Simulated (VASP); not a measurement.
A run of VASP 6.6.1 is set up as follows.

File INCAR:

```
SYSTEM = HCClF4
  ALGO = Normal
  EDIFF = 1E-6
  EDIFFG = -0.3
  ENCUT = 520
  GGA = PE
  IBRION = 2
  ISIF = 2
  ISMEAR = -1
  IVDW = 12
  LASPH = .TRUE.
  LCHARG = .FALSE.
  LREAL = Auto
  LWAVE = .FALSE.
  NELM = 80
  NSW = 35
  PREC = Accurate
  SIGMA = 0.02
```

Contents of KPOINTS:

```
k-points
0
G
  1 1 1
  0 0 0
```

Contents of POSCAR:

```
HCClF4
1.0
    7.2646950000      0.0000000000      0.0000000000
    0.0000000000      7.2646950000      0.0000000000
    0.0000000000      0.0000000000      7.2646950000
C F Cl H
3 12 3 3
Direct
    0.5779453000      0.5709595000      0.6469838000
    0.8596940000      0.0389749000      0.3811935000
    0.0642810000      0.5698258000      0.2058632000
    0.7119235000      0.6934142000      0.6700823000
    0.5158295000      0.5169629000      0.8104000000
    0.4413963000      0.6471489000      0.5519657000
    0.6426317000      0.4263120000      0.5554871000
    1.0298462000      0.0844344000      0.3315899000
    0.7903218000     -0.0791781000      0.2599242000
    0.8631364000     -0.0386292000      0.5468577000
    0.7554713000      0.1892726000      0.3864020000
    0.1612976000      0.6809644000      0.3140986000
   -0.0512139000      0.4710230000      0.3077347000
   -0.0306827000      0.6696029000      0.0854253000
    0.1777231000      0.4577131000      0.1161943000
    0.3150644000      0.0942956000      1.0175459000
    0.0391051000      0.3501125000      0.7677067000
    0.5154545000      0.6724709000      0.1972958000
    0.3753183000      0.1752567000      0.8731221000
    0.0492300000      0.2462768000      0.6257240000
    0.4210865000      0.5252595000      0.2189045000
```

Potentials or basis: VASP PAW PBE potentials, release 64 (C, F, Cl, H).

The run is started by

```sh
$ cat potpaw_PBE.64/C/POTCAR potpaw_PBE.64/F/POTCAR potpaw_PBE.64/Cl/POTCAR potpaw_PBE.64/H/POTCAR > POTCAR
$ mpirun -np 1 vasp_gam > vasp.out
```

Problem. Estimate the dispersion energy per atom.

Solution. -0.043 eV.

Problem. What does it give for the energy gained by relaxing?

Solution. 40.3 meV/atom.

Forces in eV/Å, atoms in the order of the input:
```
C   -0.061 -0.053  0.071
C    0.082  0.027  0.042
C    0.079 -0.107  0.046
F   -0.014  0.012  0.058
F   -0.034  0.010 -0.150
F    0.080 -0.107  0.060
F   -0.156  0.084  0.054
F   -0.019  0.084 -0.072
F    0.100  0.174 -0.011
F   -0.166 -0.013 -0.039
F   -0.006 -0.087  0.049
F    0.120 -0.017 -0.232
F   -0.093  0.073 -0.097
F    0.064  0.019  0.180
F    0.214 -0.111  0.036
Cl   0.040  0.116 -0.162
Cl   0.082 -0.018  0.017
Cl  -0.257  0.063  0.030
H   -0.072 -0.057  0.106
H    0.056  0.012  0.045
H   -0.038 -0.104 -0.032
```

Caveat: the k points lie up to 0.86 Å⁻¹ apart, too coarse for converged energies, forces and pressures; the relaxation stopped at a loose force limit of 0.3 eV/Å, so its end isn't a converged minimum.
